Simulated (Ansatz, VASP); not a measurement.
# BN: VASP beside Ansatz

File POSCAR:

```
BN
1.0
    0.0000000000      1.8048651813      1.8048651813
    1.8048651813      0.0000000000      1.8048651813
    1.8048651813      1.8048651813      0.0000000000
B N
1 1
Direct
    0.0000000000      0.0000000000      0.0000000000
    0.2500000000      0.2500000000      0.2500000000
```

Contents of INCAR.step1:

```
SYSTEM = BN
PREC     = Accurate       ! precision mode
ENCUT    = 1460           ! plane-wave cutoff, eV
ISMEAR   = 0              ! smearing method
SIGMA    = 0.02           ! smearing width, eV
LREAL    = .False.        ! projectors in reciprocal space
LASPH    = .True.         ! aspherical terms in the spheres
NELM     = 120            ! most SCF steps
NBANDS   = 11             ! bands
GGA      = PE             ! functional
ALGO     = Normal         ! electronic algorithm
EDIFF    = 1E-5           ! SCF threshold, eV
LWAVE    = .True.         ! write WAVECAR
LCHARG   = .False.        ! write CHGCAR
GGA_COMPAT= .False.
```

The input INCAR.step2:

```
SYSTEM = BN
PREC     = Accurate       ! precision mode
ENCUT    = 1460           ! plane-wave cutoff, eV
EDIFF    = 1E-6           ! SCF threshold, eV
ISMEAR   = 0              ! smearing method
SIGMA    = 0.02           ! smearing width, eV
LREAL    = .False.        ! projectors in reciprocal space
LASPH    = .True.         ! aspherical terms in the spheres
NELM     = 120            ! most SCF steps
ALGO     = Normal         ! electronic algorithm
ISIF     = 2              ! what is computed and relaxed
LWAVE    = .False.        ! write WAVECAR
LCHARG   = .False.        ! write CHGCAR
METAGGA  = R2SCAN         ! meta-GGA
LMIXTAU  = .True.       
NBANDS   = 11             ! bands
ISTART   = 1            
GGA_COMPAT= .False.
```

KPOINTS

```
Automatic mesh
0
Gamma
  12 12 12
  0 0 0
```

Input for Ansatz:

```yaml
crystal:
  lattice:
    - [0.0, 1.8048651813, 1.8048651813]
    - [1.8048651813, 0.0, 1.8048651813]
    - [1.8048651813, 1.8048651813, 0.0]
  atoms:
    - { symbol: B, position: [0.0, 0.0, 0.0] }
    - { symbol: "N", position: [0.25, 0.25, 0.25] }
basis:
  ecutwfc: 500
kpoints:
  mp_grid: { grid: [12, 12, 12] }
  band_path:
    path:
      - [[0.0, 0.0, 0.0], [-0.5, -0.5, 0.0], [-0.375, -0.375, 0.25]]
      - [[-0.375, 0.0, 0.375], [0.0, 0.0, 0.0], [0.0, 0.0, 0.5], [-0.5, -0.25, 0.25], [-0.5, -0.5, 0.0]]
    npoints: 14
hamiltonian:
  xc: r2scan
scf:
  occupations: { method: gaussian, width: 0.02 }
  n_extra_bands: 6
output:
  forces: true
  stress: true
  eigenvalues: true
  populations: true
  dos: { projected: true, de: 0.02, nscf_kmesh: { grid: [18, 18, 18] } }
  bader: true
  write_density: true
  write_potential: true
  elf: true
  volumetric_format: npy
```

Alike in both runs: task single point; functional r2SCAN; k mesh 12 × 12 × 12; occupations gaussian, width 0.02 eV; no spin polarisation.

|  | VASP | Ansatz |
| --- | --- | --- |
| version | VASP 6.6.1 | Ansatz 0.2.0 |
| potentials or method | VASP PAW PBE potentials, release 64 (B_h, N_h), cutoff 1460 eV | scalar-relativistic, plane waves, PAW |
| valence electrons in the cell | 8 | 8 |

VASP gave:

| Quantity | Value |
| --- | --- |
| gap on the k mesh at the Fermi level (eV) | 5.00 |
| least direct gap on the mesh (eV) | 9.57 |
| pressure (GPa) | -0.5 |

**Question.** Estimate Ansatz's values.

**Answer.** gap on the k mesh at the Fermi level (eV): 5.00; least direct gap on the mesh (eV): 9.59; pressure (GPa): 0.0.

VASP's potentials were made for PBE, not for r2SCAN.
